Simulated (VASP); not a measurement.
Write the native input for VASP 6.6.1 that does the following.

| Property | Result |
| --- | --- |
| Task | single point |
| Functional | PBE |
| Potentials or basis | VASP PAW PBE potentials, release 64 (Al, N) |
| Cutoff | 520 eV |
| k mesh | 10 × 10 × 10 |
| Occupations | fermi-dirac, width 0.02 eV |
| Spin | no spin polarisation |
| Dipole correction | no |
| Further INCAR settings | ALGO = Normal; EDIFF = 1e-06; NBANDS = 11 |

The structure of AlN lies in POSCAR:

```
AlN
1.0
    0.0000000000      2.1848764125      2.2722714690
    2.1848764125      0.0000000000      2.2722714690
    2.1848764125      2.1848764125      0.0000000000
Al N
1 1
Direct
    0.0000000000      0.0000000000      0.0000000000
    0.2500000000      0.2500000000      0.2500000000
```

This cell differs from its parent crystal: uniaxial z strain +4.0%.

One way to write it, as run:

INCAR

```
ALGO     = Normal         # electronic algorithm
EDIFF    = 1E-6           # SCF threshold, eV
ENCUT    = 520            # plane-wave cutoff, eV
GGA      = PE             # functional
ISIF     = 2              # what is computed and relaxed
ISMEAR   = -1             # smearing method
LASPH    = T              # aspherical terms in the spheres
LCHARG   = F              # write CHGCAR
LREAL    = F              # projectors in reciprocal space
LWAVE    = F              # write WAVECAR
NBANDS   = 11             # bands
NELM     = 60             # most SCF steps
PREC     = Accurate       # precision mode
SIGMA    = 0.02           # smearing width, eV
```

KPOINTS

```
k-points
0
Gamma
  10 10 10
```

Potentials or basis: VASP PAW PBE potentials, release 64 (Al, N).

Launch:

```sh
$ cat potpaw_PBE.64/Al/POTCAR potpaw_PBE.64/N/POTCAR > POTCAR
$ mpirun -np 1 vasp_std > vasp.out
```

It gave:

The pressure is -3.4 GPa. The band gap on the k mesh is 3.18 eV (least direct gap 3.77 eV).

Caveat: the cell differs from its parent crystal (uniaxial z strain +4.0%); the cell stands under tension.

It took 14 s on 1 thread of Intel Xeon 8259CL, with other jobs on the host, peak memory 0.15 GiB.
